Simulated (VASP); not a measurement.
# Cr (P6_3/mmc) in VASP: single point with BLYP

Aim: the single point of Cr with BLYP.

All numbers are computed with VASP 6.6.1; they aren't measurements. Logs are shortened: lines on timing, memory, paths and dates and some standing lists are left out, and cuts for length are marked.

## (1) The cell of the first run

Symmetry: P6_3/mmc, No. 194, hexagonal system. Conventional cell: a = 2.504 Å, b = 2.504 Å, c = 4.538 Å, α = 90.00°, β = 90.00°, γ = 120.00°. Cr (site symmetry -6m2) has 12 Cr at 2.50 to 2.69 Å within 3.3 Å.

This isn't the form of Cr at room conditions, which is bcc.

## (2) Single point, BLYP, collinear spin, antiferromagnetic start

INCAR

```
SYSTEM = Cr
PREC = Accurate ; ENCUT = 520
EDIFF = 1E-6 ; ISMEAR = -1
SIGMA = 0.05 ; LREAL = .FALSE.
LASPH = .TRUE. ; NELM = 150
ALGO = Normal ; ISIF = 2
LWAVE = .FALSE. ; LCHARG = .TRUE.
ISPIN = 2 ; MAGMOM = 1.5 -1.5
LORBIT = 11 ; LMAXMIX = 4
GGA = B5 ; ALDAX = 1.0
AGGAX = 1.0 ; AGGAC = 1.0
ALDAC = 0.0 ; LELF = .TRUE.
LVHAR = .TRUE. ; NBANDS = 23
```

KPOINTS

```
Automatic mesh
0
G
  24 24 12
  0 0 0
```

POSCAR

```
Cr
1.0
    2.5041696344      0.0000000000      0.0000000000
   -1.2520848172      2.1686745188      0.0000000000
    0.0000000000      0.0000000000      4.5378957472
Cr
2
Direct
    0.3333333333      0.6666666667      0.2500000000
    0.6666666667      0.3333333333      0.7500000000
```

Potentials or basis: VASP PAW PBE potentials, release 64 (Cr_pv).

On the command line:

```console
cat potpaw_PBE.64/Cr_pv/POTCAR > POTCAR
mpirun -np 1 vasp_std > vasp.out
```

OUTCAR:

```text
SYSTEM = Cr
   PREC = Accurate
   ENCUT = 520
   EDIFF = 1E-6
   ISMEAR = -1
   LREAL = .FALSE.
   LASPH = .TRUE.
   NELM = 150
   ISIF = 2
   ISPIN = 2
   LORBIT = 11
   GGA = B5

 ion  position               nearest neighbor table
   1  0.333  0.667  0.250-   2 2.69   2 2.69   2 2.69   2 2.69   2 2.69   2 2.69
   2  0.667  0.333  0.750-   1 2.69   1 2.69   1 2.69   1 2.69   1 2.69   1 2.69

  LATTYP: Found a hexagonal cell.
 ALAT       =     2.5041696344
 C/A-ratio  =     1.8121359212

  Lattice vectors:

 A1 = (   2.5041696344,   0.0000000000,   0.0000000000)
 A2 = (  -1.2520848172,   2.1686745188,   0.0000000000)
 A3 = (   0.0000000000,   0.0000000000,   4.5378957472)

Analysis of symmetry for initial positions (statically):
=====================================================================
 Subroutine PRICEL returns:
 Original cell was already a primitive cell.

 Routine SETGRP: Setting up the symmetry group for a
 hexagonal supercell.

 Subroutine GETGRP returns: Found 24 space group operations
 (whereof 12 operations were pure point group operations)
 out of a pool of 24 trial point group operations.

The static configuration has the point symmetry D_3d.
 The point group associated with its full space group is D_6h.

Analysis of symmetry for dynamics (positions and initial velocities):
=====================================================================
 Subroutine PRICEL returns:
 Original cell was already a primitive cell.

 Routine SETGRP: Setting up the symmetry group for a
 hexagonal supercell.

 Subroutine GETGRP returns: Found 24 space group operations
 (whereof 12 operations were pure point group operations)
 out of a pool of 24 trial point group operations.

The dynamic configuration has the point symmetry D_3d.
 The point group associated with its full space group is D_6h.

Analysis of structural, dynamic, and magnetic symmetry:
=====================================================================
 Subroutine PRICEL returns:
 Original cell was already a primitive cell.

 Routine SETGRP: Setting up the symmetry group for a
 hexagonal supercell.

 Subroutine GETGRP returns: Found 24 space group operations
 (whereof 12 operations were pure point group operations)
 out of a pool of 24 trial point group operations.

The overall configuration has the point symmetry D_3d.
 The point group associated with its full space group is D_6h.

 Subroutine INISYM returns: Found 24 space group operations
 (whereof 12 operations are pure point group operations),
 and found     1 'primitive' translations

----------------------------------------------------------------------------------------

                                     Primitive cell

  volume of cell :      24.6441

  direct lattice vectors                    reciprocal lattice vectors
     2.504169634  0.000000000  0.000000000     0.399333969  0.230555575  0.000000000
    -1.252084817  2.168674519  0.000000000     0.000000000  0.461111149  0.000000000
     0.000000000  0.000000000  4.537895747     0.000000000  0.000000000  0.220366455

  length of vectors
     2.504169634  2.504169634  4.537895747     0.461111149  0.461111149  0.220366455

  position of ions in fractional coordinates (direct lattice)
     0.333333333  0.666666667  0.250000000
     0.666666667  0.333333333  0.750000000

  ion indices of the primitive-cell ions
   primitive index   ion index
                 1           1
                 2           2

----------------------------------------------------------------------------------------

 KPOINTS: Automatic mesh

Automatic generation of k-mesh.
 Grid dimensions read from file:
 generate k-points for:   24   24   12

 Generating k-lattice:

  Cartesian coordinates                     Fractional coordinates (reciprocal lattice)
     0.016638915  0.009606482  0.000000000     0.041666667  0.000000000  0.000000000
     0.000000000  0.019212965  0.000000000     0.000000000  0.041666667  0.000000000
     0.000000000  0.000000000  0.018363871     0.000000000  0.000000000  0.083333333

  Length of vectors
     0.019212965  0.019212965  0.018363871

  Shift w.r.t. Gamma in fractional coordinates (k-lattice)
     0.000000000  0.000000000  0.000000000

 Subroutine IBZKPT returns following result:
 ===========================================

 Found    427 irreducible k-points:

 Following reciprocal coordinates:
            Coordinates               Weight
  0.000000  0.000000  0.000000      1.000000
  0.041667  0.000000  0.000000      6.000000
  0.083333  0.000000  0.000000      6.000000
  0.125000  0.000000  0.000000      6.000000
  0.166667  0.000000  0.000000      6.000000
  0.208333  0.000000  0.000000      6.000000
[... 16 lines left out ...]
  0.416667  0.041667  0.000000     12.000000
  0.458333  0.041667  0.000000     12.000000
 [... further k-points ...]
   k-points           NKPTS =    427   k-points in BZ     NKDIM =    427   number of bands    NBANDS=     23
   number of dos      NEDOS =    301   number of ions     NIONS =      2
   total plane-waves  NPLWV =  14400
   dimension x,y,z NGX =    20 NGY =   20 NGZ =   36
   dimension x,y,z NGXF=    40 NGYF=   40 NGZF=   72
   ions per type =               2
   NGX,Y,Z   is equivalent  to a cutoff of  13.28, 13.28, 13.19 a.u.
   NGXF,Y,Z  is equivalent  to a cutoff of  26.56, 26.56, 26.38 a.u.
 SYSTEM =  Cr
   PREC   = accura    normal or accurate (medium, high low for compatibility)
   ISTART =      0    job   : 0-new  1-cont  2-samecut
   ICHARG =      2    charge: 1-file 2-atom 10-const
   ISPIN  =      2    spin polarized calculation?
   LNONCOLLINEAR =      F non collinear calculations
   LSORBIT =      F    spin-orbit coupling
   LASPH  =      T    aspherical Exc in radial PAW
   ENCUT  =  520.0 eV  38.22 Ry    6.18 a.u.   4.66  4.66  8.44*2*pi/ulx,y,z
   NELM   =    150;   NELMIN=  2; NELMDL= -5     # of ELM steps
   EDIFF  = 0.1E-05   stopping-criterion for ELM
   LREAL  =      F    real-space projection
   EDIFFG = 0.1E-04   stopping-criterion for IOM
   NSW    =      0    number of steps for IOM
   IBRION =     -1    ionic relax: 0-MD 1-quasi-New 2-CG
   NFREE  =      0    steps in history (QN), initial steepest desc. (CG)
   ISIF   =      2    stress and relaxation
   ISYM   =      2    0-nonsym 1-usesym 2-fastsym
   POTIM  = 0.5000    time-step for ionic-motion
   TEBEG  =    0.0;   TEEND  =   0.0 temperature during run
   PSTRESS=    0.0 pullay stress
   NELECT =      24.0000    total number of electrons
   NUPDOWN=      -1.0000    fix difference up-down
   EMIN   =  10.00;   EMAX   =-10.00  energy-range for DOS
   EFERMI =   0.00;   METHOD = LEGACY
   ISMEAR =    -1;   SIGMA  =   0.05  broadening in eV -4-tet -1-fermi 0-gaus
   EFERMI_NEDOS =   21; number of points for ismear=-14 and -15
   IALGO  =     38    algorithm
   IMIX   =      4    mixing-type and parameters
     AMIX     =   0.40;   BMIX     =  1.00
     AMIX_MAG =   1.60;   BMIX_MAG =  1.00
  volume/ion in A,a.u.               =      12.32        83.15
  Fermi-wavevector in a.u.,A,eV,Ry     =   1.622710  3.066478 35.826714  2.633189
  Thomas-Fermi vector in A             =   2.716279
   LORBIT       =     11    0 simple, 1 ext, 2 COOP (PROOUT), +10 PAW based schemes
   GGA     = B5    functional components
   LHFCALC =     F    Hartree Fock is set to
   AEXX    =    0.0000 exact exchange contribution
   IVDW    =     0    specifies the selected vdW correction
   LEPSILON=     F    determine dielectric tensor
   LRPA    =     F    only Hartree local field effects (RPA)
 spin polarized calculation
  energy-cutoff  :      520.00
  volume of cell :       24.64
 maximum number of plane-waves:       681
 NGX is ok and might be reduce to    20
   NGX =  9   NGY =  9   NGZ = 17

 number of electron      23.9999991 magnetization       0.0000000

 number of electron      23.9999991 magnetization      -0.0000000

 Free energy of the ion-electron system (eV)
  ---------------------------------------------------
  ext. energy  EPLUGINS =         0.00000000
  ---------------------------------------------------
  free energy    TOTEN  =       -15.91526273 eV

  energy without entropy =      -15.88846403  energy(sigma->0) =      -15.90186338

 E-fermi :  10.4138     XC(G=0): -12.7064

 val. band max:       10.4133357457   @ k =   0.4167   0.0000   0.0833
 cond. band min:      10.4154312457   @ k =   0.3750   0.1667   0.3333
 fundamental gap:      0.0020955001
 Fermi energy:        10.4138494943

 spin component 1

 k-point     1 :       0.0000    0.0000    0.0000
  band No.  band energies     occupation
      1     -32.7002      1.00000
      2     -32.1224      1.00000
      3     -31.9226      1.00000
      4     -31.9226      1.00000
      5     -31.8691      1.00000
      6     -31.8691      1.00000
[... 15 lines left out ...]
     22      29.9586      0.00000
     23      30.7155      0.00000

 k-point     2 :       0.0417    0.0000    0.0000
  band No.  band energies     occupation
      1     -32.6959      1.00000
      2     -32.1226      1.00000
      3     -31.9363      1.00000
      4     -31.9263      1.00000
      5     -31.8831      1.00000
      6     -31.8717      1.00000
[... 15 lines left out ...]
     22      30.0456      0.00000
     23      30.6600      0.00000

 k-point     3 :       0.0833    0.0000    0.0000
  band No.  band energies     occupation
      1     -32.6832      1.00000
      2     -32.1233      1.00000
      3     -31.9766      1.00000
      4     -31.9370      1.00000
      5     -31.9240      1.00000
      6     -31.8793      1.00000
[... 15 lines left out ...]
     22      30.2972      0.00000
     23      30.3893      0.00000
[... 495 lines left out ...]
 k-point    23 :       0.4167    0.0417    0.0000
  band No.  band energies     occupation
      1     -32.6881      1.00000
      2     -32.6106      1.00000
      3     -32.3988      1.00000
      4     -32.1912      1.00000
      5     -32.1274      1.00000
      6     -32.0307      1.00000
[... 15 lines left out ...]
     22      21.4532      0.00000
     23      24.5006      0.00000

 k-point    24 :       0.4583    0.0417    0.0000
  band No.  band energies     occupation
      1     -32.7142      1.00000
      2     -32.6349      1.00000
      3     -32.3819      1.00000
      4     -32.1999      1.00000
      5     -32.1343      1.00000
      6     -32.0363      1.00000
[... 15 lines left out ...]
     22      21.7016      0.00000
     23      23.8949      0.00000

 [... further k-points ...]

 spin component 2

 k-point     1 :       0.0000    0.0000    0.0000
  band No.  band energies     occupation
      1     -32.7002      1.00000
      2     -32.1224      1.00000
      3     -31.9226      1.00000
      4     -31.9226      1.00000
      5     -31.8691      1.00000
      6     -31.8691      1.00000
[... 15 lines left out ...]
     22      29.9586      0.00000
     23      30.7155      0.00000

 k-point     2 :       0.0417    0.0000    0.0000
  band No.  band energies     occupation
      1     -32.6959      1.00000
      2     -32.1226      1.00000
      3     -31.9363      1.00000
      4     -31.9263      1.00000
      5     -31.8831      1.00000
      6     -31.8717      1.00000
[... 15 lines left out ...]
     22      30.0456      0.00000
     23      30.6600      0.00000

 k-point     3 :       0.0833    0.0000    0.0000
  band No.  band energies     occupation
      1     -32.6832      1.00000
      2     -32.1233      1.00000
      3     -31.9766      1.00000
      4     -31.9370      1.00000
      5     -31.9240      1.00000
      6     -31.8793      1.00000
[... 15 lines left out ...]
     22      30.2972      0.00000
     23      30.3893      0.00000
[... 495 lines left out ...]
 k-point    23 :       0.4167    0.0417    0.0000
  band No.  band energies     occupation
      1     -32.6881      1.00000
      2     -32.6106      1.00000
      3     -32.3988      1.00000
      4     -32.1912      1.00000
      5     -32.1274      1.00000
      6     -32.0307      1.00000
[... 15 lines left out ...]
     22      21.4532      0.00000
     23      24.5006      0.00000

 k-point    24 :       0.4583    0.0417    0.0000
  band No.  band energies     occupation
      1     -32.7142      1.00000
      2     -32.6349      1.00000
      3     -32.3819      1.00000
      4     -32.1999      1.00000
      5     -32.1343      1.00000
      6     -32.0363      1.00000
[... 15 lines left out ...]
     22      21.7016      0.00000
     23      23.8949      0.00000

 [... further k-points ...]

------------------------ aborting loop because EDIFF is reached ----------------------------------------

  FORCE on cell =-STRESS in cart. coord.  units (eV):
  Direction    XX          YY          ZZ          XY          YZ          ZX
  --------------------------------------------------------------------------------------
  -------------------------------------------------------------------------------------
  Total       -0.0245164     -0.0245164     -0.0100888      0.0000000      0.0000000      0.0000000
  in kB       -1.5938753     -1.5938753     -0.6558998      0.0000000      0.0000000      0.0000000
  external PRESSURE =      -1.2812168 kB  Pullay stress =       0.0000000 kB

 VOLUME and BASIS-vectors are now :
 -----------------------------------------------------------------------------
  energy-cutoff  :      520.00
  volume of cell :       24.64
      direct lattice vectors                 reciprocal lattice vectors
     2.504169634  0.000000000  0.000000000     0.399333969  0.230555575  0.000000000
    -1.252084817  2.168674519  0.000000000     0.000000000  0.461111149  0.000000000
     0.000000000  0.000000000  4.537895747     0.000000000  0.000000000  0.220366455

 POSITION                                       TOTAL-FORCE (eV/Angst)
 -----------------------------------------------------------------------------------
     -0.00000      1.44578      1.13447        -0.000000     -0.000000      0.000000
      1.25208      0.72289      3.40342         0.000000      0.000000      0.000000
 -----------------------------------------------------------------------------------
    total drift:                               -0.000000      0.000000     -0.000000

  FREE ENERGIE OF THE ION-ELECTRON SYSTEM (eV)
  ---------------------------------------------------
  free  energy   TOTEN  =       -15.9152627327 eV

  energy  without entropy=      -15.8884640265  energy(sigma->0) =      -15.90186338

 total charge

# of ion       s       p       d       tot
------------------------------------------
    1        0.398   6.343   4.236  10.977
    2        0.398   6.343   4.236  10.977
--------------------------------------------------
tot          0.795  12.686   8.472  21.954

 magnetization (x)

# of ion       s       p       d       tot
------------------------------------------
    1       -0.000  -0.000  -0.000  -0.000
    2        0.000   0.000   0.000   0.000
--------------------------------------------------
tot          0.000   0.000   0.000   0.000
```

It took 3.7 min on 1 thread of Intel Xeon 6975P-C (Granite Rapids), shared host; peak memory 0.4 GiB.

What came out:

- Free energy: -15.9153 eV
- Pressure: -0.1 GPa
- Band gap on the k mesh: zero (filled and empty bands overlap)
- Net moment: 0.00 μB per cell
- Valence electrons inside the program's atomic spheres: Cr 10.98

Levels at points of the mesh, in eV from the Fermi level:
Spin up:
| k point | band 10 | band 11 | band 12 | band 13 | band 14 | band 15 |
| --- | --- | --- | --- | --- | --- | --- |
| (0.00, 0.00, 0.00) | -0.36 | -0.36 | -0.14 | -0.07 | -0.07 | 1.04 |
| (0.50, 0.00, 0.00) | -0.93 | -0.44 | -0.36 | -0.09 | 2.11 | 2.68 |
| (0.00, 0.00, 0.50) | -1.62 | -0.33 | -0.33 | -0.33 | -0.33 | 1.68 |
| (0.50, 0.00, 0.50) | -2.39 | 0.90 | 0.90 | 1.25 | 1.25 | 2.74 |
Spin down:
```
           k point  band 8  band 9  band 10  band 11  band 12  band 13  band 14  band 15  band 16  band 17
(0.00, 0.00, 0.00)   -3.93   -1.32    -0.36    -0.36    -0.14    -0.07    -0.07     1.04     1.04     2.05
(0.50, 0.00, 0.00)   -3.31   -3.18    -0.93    -0.44    -0.36    -0.09     2.11     2.68     2.79     3.94
(0.00, 0.00, 0.50)   -5.40   -1.62    -1.62    -0.33    -0.33    -0.33    -0.33     1.68     1.68     1.68
(0.50, 0.00, 0.50)   -3.70   -2.39    -2.39     0.90     0.90     1.25     1.25     2.74     2.74     3.39
```

Caveat: an empty level that is flat over the whole mesh can mark a ghost state of the potentials, or a narrow d or f band; the moments typed at the start vanished in this run; the PAW data sets were made with another functional, which shifts forces and pressure a little.
